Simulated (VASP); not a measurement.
# Hf in VASP: single point with PBEsol

Aim: the single point of Hf with PBEsol.

All numbers are computed with VASP 6.6.1; they aren't measurements. Logs are shortened: lines on timing, memory, paths and dates and some standing lists are left out, and cuts for length are marked.

## (1) The cell of the first run

The cell holds a atom, 1 atom: a = 14.000 Å, b = 14.400 Å, c = 14.800 Å, α = 90.00°, β = 90.00°, γ = 90.00°.

## (2) Single point, PBEsol, collinear spin, ferromagnetic start

INCAR reads:

```
SYSTEM = Hf
PREC     = Accurate       ! precision mode
ENCUT    = 520            ! plane-wave cutoff, eV
EDIFF    = 1E-6           ! SCF threshold, eV
ISMEAR   = -1             ! smearing method
SIGMA    = 0.01           ! smearing width, eV
LREAL    = .False.        ! projectors in reciprocal space
LASPH    = .True.         ! aspherical terms in the spheres
NELM     = 150            ! most SCF steps
ALGO     = Normal         ! electronic algorithm
ISIF     = 2              ! what is computed and relaxed
LWAVE    = .False.        ! write WAVECAR
LCHARG   = .False.        ! write CHGCAR
ISPIN    = 2              ! spin polarisation
MAGMOM   = 2              ! initial moments
LORBIT   = 11             ! projections on sites
LMAXMIX  = 4              ! l up to which the mixer works
GGA      = PS             ! functional
ISYM     = 0            
NBANDS   = 15             ! bands
```

KPOINTS reads:

```
Automatic mesh
0
Gamma
  1 1 1
  0 0 0
```

POSCAR reads:

```
Hf
1.0
   14.0000000000      0.0000000000      0.0000000000
    0.0000000000     14.4000000000      0.0000000000
    0.0000000000      0.0000000000     14.8000000000
Hf
1
Direct
    0.5000000000      0.5000000000      0.5000000000
```

Potentials or basis: VASP PAW PBE potentials, release 64 (Hf_pv).

Launch:

```
$ cat potpaw_PBE.64/Hf_pv/POTCAR > POTCAR
$ mpirun -np 1 vasp_gam > vasp.out
```

OUTCAR:

```text
SYSTEM = Hf
   PREC = Accurate
   ENCUT = 520
   EDIFF = 1E-6
   ISMEAR = -1
   LREAL = .False.
   LASPH = .True.
   NELM = 150
   ISIF = 2
   ISPIN = 2
   LORBIT = 11
   GGA = PS
   ISYM = 0

 ion  position               nearest neighbor table
   1  0.500  0.500  0.500-

IMPORTANT INFORMATION: All symmetrisations will be switched off!
NOSYMM: (Re-)initialisation of all symmetry stuff for point group C_1.

----------------------------------------------------------------------------------------

                                     Primitive cell

  volume of cell :    2983.6800

  direct lattice vectors                    reciprocal lattice vectors
    14.000000000  0.000000000  0.000000000     0.071428571  0.000000000  0.000000000
     0.000000000 14.400000000  0.000000000     0.000000000  0.069444444  0.000000000
     0.000000000  0.000000000 14.800000000     0.000000000  0.000000000  0.067567568

  length of vectors
    14.000000000 14.400000000 14.800000000     0.071428571  0.069444444  0.067567568

  position of ions in fractional coordinates (direct lattice)
     0.500000000  0.500000000  0.500000000

  ion indices of the primitive-cell ions
   primitive index   ion index
                 1           1

----------------------------------------------------------------------------------------

 KPOINTS: Automatic mesh

Automatic generation of k-mesh.
 Grid dimensions read from file:
 generate k-points for:    1    1    1

 Generating k-lattice:

  Cartesian coordinates                     Fractional coordinates (reciprocal lattice)
     0.071428571  0.000000000  0.000000000     1.000000000  0.000000000  0.000000000
     0.000000000  0.069444444  0.000000000     0.000000000  1.000000000  0.000000000
     0.000000000  0.000000000  0.067567568     0.000000000  0.000000000  1.000000000

  Length of vectors
     0.071428571  0.069444444  0.067567568

  Shift w.r.t. Gamma in fractional coordinates (k-lattice)
     0.000000000  0.000000000  0.000000000

 Subroutine IBZKPT returns following result:
 ===========================================

 Found      1 irreducible k-points:

 Following reciprocal coordinates:
            Coordinates               Weight
  0.000000  0.000000  0.000000      1.000000
   k-points           NKPTS =      1   k-points in BZ     NKDIM =      1   number of bands    NBANDS=     15
   number of dos      NEDOS =    301   number of ions     NIONS =      1
   total plane-waves  NPLWV = ******
   dimension x,y,z NGX =   108 NGY =  108 NGZ =  112
   dimension x,y,z NGXF=   216 NGYF=  216 NGZF=  224
   ions per type =               1
   NGX,Y,Z   is equivalent  to a cutoff of  12.82, 12.47, 12.58 a.u.
   NGXF,Y,Z  is equivalent  to a cutoff of  25.65, 24.94, 25.16 a.u.
 SYSTEM =  Hf
   PREC   = accura    normal or accurate (medium, high low for compatibility)
   ISTART =      0    job   : 0-new  1-cont  2-samecut
   ICHARG =      2    charge: 1-file 2-atom 10-const
   ISPIN  =      2    spin polarized calculation?
   LNONCOLLINEAR =      F non collinear calculations
   LSORBIT =      F    spin-orbit coupling
   LASPH  =      T    aspherical Exc in radial PAW
   ENCUT  =  520.0 eV  38.22 Ry    6.18 a.u.  26.03 26.77 27.52*2*pi/ulx,y,z
   NELM   =    150;   NELMIN=  2; NELMDL= -5     # of ELM steps
   EDIFF  = 0.1E-05   stopping-criterion for ELM
   LREAL  =      F    real-space projection
   EDIFFG = 0.1E-04   stopping-criterion for IOM
   NSW    =      0    number of steps for IOM
   IBRION =     -1    ionic relax: 0-MD 1-quasi-New 2-CG
   NFREE  =      0    steps in history (QN), initial steepest desc. (CG)
   ISIF   =      2    stress and relaxation
   ISYM   =      0    0-nonsym 1-usesym 2-fastsym
   POTIM  = 0.5000    time-step for ionic-motion
   TEBEG  =    0.0;   TEEND  =   0.0 temperature during run
   PSTRESS=    0.0 pullay stress
   NELECT =      10.0000    total number of electrons
   NUPDOWN=      -1.0000    fix difference up-down
   EMIN   =  10.00;   EMAX   =-10.00  energy-range for DOS
   EFERMI =   0.00;   METHOD = LEGACY
   ISMEAR =    -1;   SIGMA  =   0.01  broadening in eV -4-tet -1-fermi 0-gaus
   EFERMI_NEDOS =   21; number of points for ismear=-14 and -15
   IALGO  =     38    algorithm
   IMIX   =      4    mixing-type and parameters
     AMIX     =   0.40;   BMIX     =  1.00
     AMIX_MAG =   1.60;   BMIX_MAG =  1.00
  volume/ion in A,a.u.               =    2983.68     20134.87
  Fermi-wavevector in a.u.,A,eV,Ry     =   0.244995  0.462974  0.816657  0.060023
  Thomas-Fermi vector in A             =   1.055438
   LORBIT       =     11    0 simple, 1 ext, 2 COOP (PROOUT), +10 PAW based schemes
   GGA     = PS    functional components
   LHFCALC =     F    Hartree Fock is set to
   AEXX    =    0.0000 exact exchange contribution
   IVDW    =     0    specifies the selected vdW correction
   LEPSILON=     F    determine dielectric tensor
   LRPA    =     F    only Hartree local field effects (RPA)
 spin polarized calculation
  energy-cutoff  :      520.00
  volume of cell :     2983.68
 maximum number of plane-waves:     40220
 NGX is ok and might be reduce to   108
   NGX = 53   NGY = 53   NGZ = 55

 number of electron       9.9999999 magnetization       2.0000000

 number of electron      10.0000000 magnetization       2.0000000

 Free energy of the ion-electron system (eV)
  ---------------------------------------------------
  ext. energy  EPLUGINS =         0.00000000
  ---------------------------------------------------
  free energy    TOTEN  =        -3.31336547 eV

  energy without entropy =       -3.29971140  energy(sigma->0) =       -3.30653843

 E-fermi :  -3.1010     XC(G=0):  -0.4960

 val. band max:       -3.1039850879   @ k =   0.0000   0.0000   0.0000
 cond. band min:      -3.0980812266   @ k =   0.0000   0.0000   0.0000
 fundamental gap:      0.0059038613
 Fermi energy:        -3.1010318922

 spin component 1

 k-point     1 :       0.0000    0.0000    0.0000
  band No.  band energies     occupation
      1     -35.8364      1.00000
      2     -35.7254      1.00000
      3     -35.6499      1.00000
      4      -5.3140      1.00000
      5      -3.1979      0.99994
      6      -3.1040      0.57330
      7      -3.0981      0.42676
      8      -2.8115      0.00000
      9      -2.6961      0.00000
     10      -1.4219      0.00000
     11      -1.4068      0.00000
     12      -1.3978      0.00000
     13      -0.1828      0.00000
     14       0.4877      0.00000
     15       0.5530      0.00000
 Fermi energy:        -3.1010318922

 spin component 2

 k-point     1 :       0.0000    0.0000    0.0000
  band No.  band energies     occupation
      1     -35.1459      1.00000
      2     -34.9371      1.00000
      3     -34.7685      1.00000
      4      -4.5120      1.00000
      5      -2.2518      0.00000
      6      -2.0510      0.00000
      7      -2.0230      0.00000
      8      -1.8902      0.00000
      9      -1.5912      0.00000
     10      -1.0979      0.00000
     11      -0.9855      0.00000
     12      -0.8874      0.00000
     13      -0.1409      0.00000
     14       0.4970      0.00000
     15       0.5948      0.00000

------------------------ aborting loop because EDIFF is reached ----------------------------------------

  FORCE on cell =-STRESS in cart. coord.  units (eV):
  Direction    XX          YY          ZZ          XY          YZ          ZX
  --------------------------------------------------------------------------------------
  -------------------------------------------------------------------------------------
  Total       -0.3053201      0.2609334      0.0142434      0.0241876     -0.0357148     -0.0523544
  in kB       -0.1639509      0.1401161      0.0076484      0.0129883     -0.0191781     -0.0281133
  external PRESSURE =      -0.0053954 kB  Pullay stress =       0.0000000 kB

 VOLUME and BASIS-vectors are now :
 -----------------------------------------------------------------------------
  energy-cutoff  :      520.00
  volume of cell :     2983.68
      direct lattice vectors                 reciprocal lattice vectors
    14.000000000  0.000000000  0.000000000     0.071428571  0.000000000  0.000000000
     0.000000000 14.400000000  0.000000000     0.000000000  0.069444444  0.000000000
     0.000000000  0.000000000 14.800000000     0.000000000  0.000000000  0.067567568

 POSITION                                       TOTAL-FORCE (eV/Angst)
 -----------------------------------------------------------------------------------
      7.00000      7.20000      7.40000        -0.000002     -0.000001      0.000002
 -----------------------------------------------------------------------------------
    total drift:                               -0.000002     -0.000001      0.000002

  FREE ENERGIE OF THE ION-ELECTRON SYSTEM (eV)
  ---------------------------------------------------
  free  energy   TOTEN  =        -3.3133654661 eV

  energy  without entropy=       -3.2997114032  energy(sigma->0) =       -3.30653843

 total charge

# of ion       s       p       d       tot
------------------------------------------
    1        0.556   5.900   1.322   7.778

 magnetization (x)

# of ion       s       p       d       tot
------------------------------------------
    1        0.026   0.011   1.315   1.351
```

It took 23 min on 1 thread of Intel Xeon Platinum 8375C at 2.90GHz (Ice Lake), shared host; peak memory 2.9 GiB.

Results:

```yaml
Free_energy: -3.3134 eV
Pressure: 0.0 GPa
Band_gap_on_the_k_mesh: 0.01 eV
Net_moment: 2.00 μB per cell
Site_moments: Hf +1.35 μB
Valence_electrons_inside_the_program's_atomic_spheres: Hf 7.78
```

Levels at points of the mesh, in eV from the valence-band top:
Spin up:
```
           k point  band 3  band 4  band 5  band 6  band 7  band 8  band 9  band 10
(0.00, 0.00, 0.00)  -32.55   -2.21   -0.09    0.00    0.01    0.29    0.41     1.68
```
Spin down:
```
           k point  band 1  band 2  band 3  band 4  band 5  band 6  band 7  band 8  band 9
(0.00, 0.00, 0.00)  -32.04  -31.83  -31.66   -1.41    0.85    1.05    1.08    1.21    1.51
```

Caveat: the PAW data sets were made with another functional, which shifts forces and pressure a little; spin-orbit coupling is left out, which moves the levels of the heavy elements.
